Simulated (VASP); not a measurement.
# LiSi16 (a cell with a defect) in VASP: single point with PBEsol

Aim: the single point of LiSi16 (a cell with a defect) with PBEsol.

Everything below comes from runs of VASP 6.6.1. Logs are shortened: lines on timing, memory, paths and dates and some standing lists are left out, and cuts for length are marked.

## Step 1: The cell of the first run

The cell holds a defect, 17 atoms: a = 7.679 Å, b = 7.679 Å, c = 7.679 Å, α = 60.00°, β = 60.00°, γ = 60.00°.

## Step 2: Single point, PBEsol

Contents of INCAR:

```
SYSTEM = LiSi16
PREC = Accurate
ENCUT = 520
EDIFF = 1E-7
ISMEAR = -1
SIGMA = 0.05
LREAL = Auto
LASPH = .True.
NELM = 80
ALGO = Normal
ISIF = 2
LWAVE = .False.
LCHARG = .False.
GGA = PS
NBANDS = 48
NELECT = 66.0
```

Contents of KPOINTS:

```
Automatic mesh
0
Gamma
  2 2 2
  0 0 0
```

Contents of POSCAR:

```
LiSi16
1.0
    0.0000000000      5.4300000000      5.4300000000
    5.4300000000      0.0000000000      5.4300000000
    5.4300000000      5.4300000000      0.0000000000
Si Li
16 1
Direct
   -0.0070677425      0.0022263394      0.0022281397
    0.1229650776      0.1266907976      0.1266925033
    0.0007465293     -0.0024425414      0.5005811497
    0.1229988820      0.1269948591      0.6227867143
    0.0007483084      0.5005793358     -0.0024440602
    0.1229986177      0.6227820653      0.1269982617
    0.0010025079      0.5008432493      0.5008467575
    0.1250143723      0.6250636033      0.6250623636
    0.5018530429      0.0017526482      0.0017545929
    0.6248706279      0.1243131327      0.1243249434
    0.5024813450      0.0024032014      0.4923546083
    0.6268528546      0.1267766260      0.6227391537
    0.5024850152      0.4923422989      0.0024086559
    0.6268546164      0.6227344355      0.1267801527
    0.4974956736      0.5006591022      0.5006627586
    0.6271493740      0.6227763346      0.6227807688
    0.3748601977      0.8734640122      0.8734957361
```

Potentials or basis: VASP PAW PBE potentials, release 64 (Si, Li_sv).

Started as:

```bash
$ cat potpaw_PBE.64/Si/POTCAR potpaw_PBE.64/Li_sv/POTCAR > POTCAR
$ mpirun -np 1 vasp_std > vasp.out
```

OUTCAR:

```text
SYSTEM = LiSi16
   PREC = Accurate
   ENCUT = 520
   EDIFF = 1E-7
   ISMEAR = -1
   LREAL = Auto
   LASPH = .True.
   NELM = 80
   ISIF = 2
   GGA = PS
   NELECT = 66.0

 ion  position               nearest neighbor table
   1  0.993  0.002  0.002-  10 2.31   2 2.38   4 2.38   6 2.38  17 2.39
   2  0.123  0.127  0.127-   5 2.34   3 2.34   9 2.38   1 2.38  17 2.75
   3  0.001  0.998  0.501-   8 2.34   2 2.34  12 2.34   4 2.34
   4  0.123  0.127  0.623-   7 2.34   3 2.34   1 2.38  11 2.38  17 2.73
   5  0.001  0.501  0.998-   8 2.34   2 2.34  14 2.34   6 2.34
   6  0.123  0.623  0.127-   7 2.34   5 2.34   1 2.38  13 2.38  17 2.73
   7  0.001  0.501  0.501-   8 2.34   4 2.34   6 2.34  16 2.34
   8  0.125  0.625  0.625-   7 2.34  15 2.34   5 2.34   3 2.34
   9  0.502  0.002  0.002-  10 2.31   2 2.38  12 2.38  14 2.38  17 2.40
  10  0.625  0.124  0.124-  13 2.31  11 2.31   1 2.31   9 2.31
  11  0.502  0.002  0.492-  10 2.31  12 2.38   4 2.38  16 2.38  17 2.39
  12  0.627  0.127  0.623-  15 2.34   3 2.34   9 2.38  11 2.38  17 2.74
  13  0.502  0.492  0.002-  10 2.31  14 2.38   6 2.38  16 2.38  17 2.39
  14  0.627  0.623  0.127-  15 2.34   5 2.34   9 2.38  13 2.38  17 2.74
  15  0.497  0.501  0.501-   8 2.34  12 2.34  14 2.34  16 2.34
  16  0.627  0.623  0.623-   7 2.34  15 2.34  11 2.38  13 2.38  17 2.72
  17  0.375  0.873  0.873-  13 2.39  11 2.39   1 2.39   9 2.40  16 2.72   6 2.73   4 2.73  14 2.74
                            12 2.74   2 2.75

  LATTYP: Found a face centered cubic cell.
 ALAT       =    10.8600000000

  Lattice vectors:

 A1 = (   0.0000000000,   5.4300000000,   5.4300000000)
 A2 = (   5.4300000000,   0.0000000000,   5.4300000000)
 A3 = (   5.4300000000,   5.4300000000,   0.0000000000)

Analysis of symmetry for initial positions (statically):
=====================================================================
 Subroutine PRICEL returns:
 Original cell was already a primitive cell.

 Routine SETGRP: Setting up the symmetry group for a
 face centered cubic supercell.

 Subroutine GETGRP returns: Found  1 space group operations
 (whereof  1 operations were pure point group operations)
 out of a pool of 48 trial point group operations.

The static configuration has the point symmetry C_1 .

Analysis of symmetry for dynamics (positions and initial velocities):
=====================================================================
 Subroutine PRICEL returns:
 Original cell was already a primitive cell.

 Routine SETGRP: Setting up the symmetry group for a
 face centered cubic supercell.

 Subroutine GETGRP returns: Found  1 space group operations
 (whereof  1 operations were pure point group operations)
 out of a pool of 48 trial point group operations.

The dynamic configuration has the point symmetry C_1 .

 Subroutine INISYM returns: Found  1 space group operations
 (whereof  1 operations are pure point group operations),
 and found     1 'primitive' translations

----------------------------------------------------------------------------------------

                                     Primitive cell

  volume of cell :     320.2060

  direct lattice vectors                    reciprocal lattice vectors
     0.000000000  5.430000000  5.430000000    -0.092081031  0.092081031  0.092081031
     5.430000000  0.000000000  5.430000000     0.092081031 -0.092081031  0.092081031
     5.430000000  5.430000000  0.000000000     0.092081031  0.092081031 -0.092081031

  length of vectors
     7.679179644  7.679179644  7.679179644     0.159489025  0.159489025  0.159489025

  position of ions in fractional coordinates (direct lattice)
     0.992932258  0.002226339  0.002228140
     0.122965078  0.126690798  0.126692503
     0.000746529  0.997557459  0.500581150
     0.122998882  0.126994859  0.622786714
     0.000748308  0.500579336  0.997555940
     0.122998618  0.622782065  0.126998262
[... 9 lines left out ...]
     0.627149374  0.622776335  0.622780769
     0.374860198  0.873464012  0.873495736

  ion indices of the primitive-cell ions
   primitive index   ion index
                 1           1
                 2           2
                 3           3
                 4           4
                 5           5
                 6           6
[... 9 lines left out ...]
                16          16
                17          17

----------------------------------------------------------------------------------------

 KPOINTS: Automatic mesh

Automatic generation of k-mesh.
 Grid dimensions read from file:
 generate k-points for:    2    2    2

 Generating k-lattice:

  Cartesian coordinates                     Fractional coordinates (reciprocal lattice)
    -0.046040516  0.046040516  0.046040516     0.500000000  0.000000000  0.000000000
     0.046040516 -0.046040516  0.046040516     0.000000000  0.500000000  0.000000000
     0.046040516  0.046040516 -0.046040516     0.000000000  0.000000000  0.500000000

  Length of vectors
     0.079744512  0.079744512  0.079744512

  Shift w.r.t. Gamma in fractional coordinates (k-lattice)
     0.000000000  0.000000000  0.000000000

 Subroutine IBZKPT returns following result:
 ===========================================

 Found      8 irreducible k-points:

 Following reciprocal coordinates:
            Coordinates               Weight
  0.000000  0.000000  0.000000      1.000000
  0.500000  0.000000  0.000000      1.000000
  0.000000  0.500000  0.000000      1.000000
  0.000000  0.000000  0.500000      1.000000
  0.500000  0.500000  0.500000      1.000000
  0.500000  0.500000  0.000000      1.000000
  0.000000  0.500000  0.500000      1.000000
  0.500000  0.000000  0.500000      1.000000
   k-points           NKPTS =      8   k-points in BZ     NKDIM =      8   number of bands    NBANDS=     48
   number of dos      NEDOS =    301   number of ions     NIONS =     17
   total plane-waves  NPLWV = 216000
   dimension x,y,z NGX =    60 NGY =   60 NGZ =   60
   dimension x,y,z NGXF=   120 NGYF=  120 NGZF=  120
   ions per type =              16   1
   NGX,Y,Z   is equivalent  to a cutoff of  12.99, 12.99, 12.99 a.u.
   NGXF,Y,Z  is equivalent  to a cutoff of  25.98, 25.98, 25.98 a.u.
 SYSTEM =  LiSi16
   PREC   = accura    normal or accurate (medium, high low for compatibility)
   ISTART =      0    job   : 0-new  1-cont  2-samecut
   ICHARG =      2    charge: 1-file 2-atom 10-const
   ISPIN  =      1    spin polarized calculation?
   LNONCOLLINEAR =      F non collinear calculations
   LSORBIT =      F    spin-orbit coupling
   LASPH  =      T    aspherical Exc in radial PAW
   ENCUT  =  520.0 eV  38.22 Ry    6.18 a.u.  14.28 14.28 14.28*2*pi/ulx,y,z
   NELM   =     80;   NELMIN=  2; NELMDL= -5     # of ELM steps
   EDIFF  = 0.1E-06   stopping-criterion for ELM
   LREAL  =      T    real-space projection
   EDIFFG = 0.1E-05   stopping-criterion for IOM
   NSW    =      0    number of steps for IOM
   IBRION =     -1    ionic relax: 0-MD 1-quasi-New 2-CG
   NFREE  =      0    steps in history (QN), initial steepest desc. (CG)
   ISIF   =      2    stress and relaxation
   ISYM   =      2    0-nonsym 1-usesym 2-fastsym
   POTIM  = 0.5000    time-step for ionic-motion
   TEBEG  =    0.0;   TEEND  =   0.0 temperature during run
   PSTRESS=    0.0 pullay stress
   NELECT =      66.0000    total number of electrons
   NUPDOWN=      -1.0000    fix difference up-down
   EMIN   =  10.00;   EMAX   =-10.00  energy-range for DOS
   EFERMI =   0.00;   METHOD = LEGACY
   ISMEAR =    -1;   SIGMA  =   0.05  broadening in eV -4-tet -1-fermi 0-gaus
   EFERMI_NEDOS =   21; number of points for ismear=-14 and -15
   IALGO  =     38    algorithm
   IMIX   =      4    mixing-type and parameters
     AMIX     =   0.40;   BMIX     =  1.00
     AMIX_MAG =   1.60;   BMIX_MAG =  1.00
  volume/ion in A,a.u.               =      18.84       127.11
  Fermi-wavevector in a.u.,A,eV,Ry     =   0.967044  1.827449 12.723821  0.935174
  Thomas-Fermi vector in A             =   2.096897
   LORBIT       =      0    0 simple, 1 ext, 2 COOP (PROOUT), +10 PAW based schemes
   GGA     = PS    functional components
   LHFCALC =     F    Hartree Fock is set to
   AEXX    =    0.0000 exact exchange contribution
   IVDW    =     0    specifies the selected vdW correction
   LEPSILON=     F    determine dielectric tensor
   LRPA    =     F    only Hartree local field effects (RPA)
 non-spin polarized calculation
  energy-cutoff  :      520.00
  volume of cell :      320.21
 maximum number of plane-waves:      8646
 NGX is ok and might be reduce to    60
   NGX = 29   NGY = 29   NGZ = 29

 number of electron      66.0000000 magnetization

 Free energy of the ion-electron system (eV)
  ---------------------------------------------------
  ext. energy  EPLUGINS =         0.00000000
  ---------------------------------------------------
  free energy    TOTEN  =       -98.75986325 eV

  energy without entropy =      -98.75697955  energy(sigma->0) =      -98.75842140

 E-fermi :   6.2605     XC(G=0):  -9.5856

 val. band max:        6.0073683758   @ k =   0.0000   0.0000   0.0000
 cond. band min:       6.5224821563   @ k =   0.0000   0.0000   0.0000
 fundamental gap:      0.5151137805
 Fermi energy:         6.2605427025

 k-point     1 :       0.0000    0.0000    0.0000
  band No.  band energies     occupation
      1     -39.7494      2.00000
      2      -5.9911      2.00000
      3      -3.7228      2.00000
      4      -3.6614      2.00000
      5      -3.6609      2.00000
      6      -3.6609      2.00000
[... 37 lines left out ...]
     44       8.2577      0.00000
     45       8.2604      0.00000

 k-point     2 :       0.5000    0.0000    0.0000
  band No.  band energies     occupation
      1     -39.7494      2.00000
      2      -5.2601      2.00000
      3      -5.1339      2.00000
      4      -3.4067      2.00000
      5      -3.3662      2.00000
      6      -3.3659      2.00000
[... 280 lines left out ...]
 k-point     8 :       0.5000    0.0000    0.5000
  band No.  band energies     occupation
      1     -39.7494      2.00000
      2      -4.9713      2.00000
      3      -4.8775      2.00000
      4      -3.9869      2.00000
      5      -3.9538      2.00000
      6      -3.9534      2.00000
[... 37 lines left out ...]
     44      10.1986      0.00000
     45      10.2821      0.00000
 [bands above 45 left out]

------------------------ aborting loop because EDIFF is reached ----------------------------------------

  FORCE on cell =-STRESS in cart. coord.  units (eV):
  Direction    XX          YY          ZZ          XY          YZ          ZX
  --------------------------------------------------------------------------------------
  -------------------------------------------------------------------------------------
  Total       -4.5343776     -4.5366786     -4.5366592     -0.0098200     -0.0252312     -0.0094779
  in kB      -22.6881341    -22.6996473    -22.6995505     -0.0491350     -0.1262463     -0.0474234
  external PRESSURE =     -22.6957773 kB  Pullay stress =       0.0000000 kB

 VOLUME and BASIS-vectors are now :
 -----------------------------------------------------------------------------
  energy-cutoff  :      520.00
  volume of cell :      320.21
      direct lattice vectors                 reciprocal lattice vectors
     0.000000000  5.430000000  5.430000000    -0.092081031  0.092081031  0.092081031
     5.430000000  0.000000000  5.430000000     0.092081031 -0.092081031  0.092081031
     5.430000000  5.430000000  0.000000000     0.092081031  0.092081031 -0.092081031

 POSITION                                       TOTAL-FORCE (eV/Angst)
 -----------------------------------------------------------------------------------
      0.02419      5.40372      5.40371        -0.013490     -0.008446     -0.008572
      1.37587      1.35564      1.35563         0.007570     -0.004315     -0.004296
      8.13489      2.72221      5.42079         0.007783     -0.001534      0.005774
      4.07131      4.04962      1.35747        -0.002825      0.004145      0.001972
      8.13487      5.42079      2.72221         0.007864      0.005800     -0.001559
      4.07131      1.35748      4.04959        -0.002883      0.002007      0.004214
[... 9 lines left out ...]
      6.76338      6.78712      6.78710         0.006178     -0.000547     -0.000636
      9.48599      6.77857      6.77840         0.033103      0.014756      0.015004
 -----------------------------------------------------------------------------------
    total drift:                               -0.002161     -0.002062     -0.001947

  FREE ENERGIE OF THE ION-ELECTRON SYSTEM (eV)
  ---------------------------------------------------
  free  energy   TOTEN  =       -98.7598632451 eV

  energy  without entropy=      -98.7569795521  energy(sigma->0) =      -98.75842140
```

Wall time 2 min (1 thread of Intel Xeon Platinum 8559C (Emerald Rapids), shared host); peak memory 0.47 GiB.

Results:

* Free energy: -98.7599 eV
* Largest force: 0.039 eV/Å

Forces on the atoms (eV/Å):
```
Si  -0.013 -0.008 -0.009
Si   0.008 -0.004 -0.004
Si   0.008 -0.002  0.006
Si  -0.003  0.004  0.002
Si   0.008  0.006 -0.002
Si  -0.003  0.002  0.004
Si  -0.007 -0.010 -0.010
Si  -0.002 -0.001 -0.001
Si   0.001  0.006  0.006
Si   0.006  0.003  0.004
Si  -0.012 -0.005 -0.011
Si  -0.007 -0.007  0.005
Si  -0.012 -0.011 -0.005
Si  -0.007  0.005 -0.007
Si  -0.002  0.008  0.008
Si   0.006 -0.001 -0.001
Li   0.033  0.015  0.015
```

Caveat: the k points lie up to 0.50 Å⁻¹ apart; the cell carries a net charge on a neutralising background, which shifts energy and pressure; the cell is charged against a uniform background, so pressure and absolute levels hang on convention; the cutoff is under 1.25 times the usual one of these potentials, so pressure, stress and relaxed cells hold a basis-set (Pulay) error; the PAW data sets were made with another functional, which shifts forces and pressure a little.
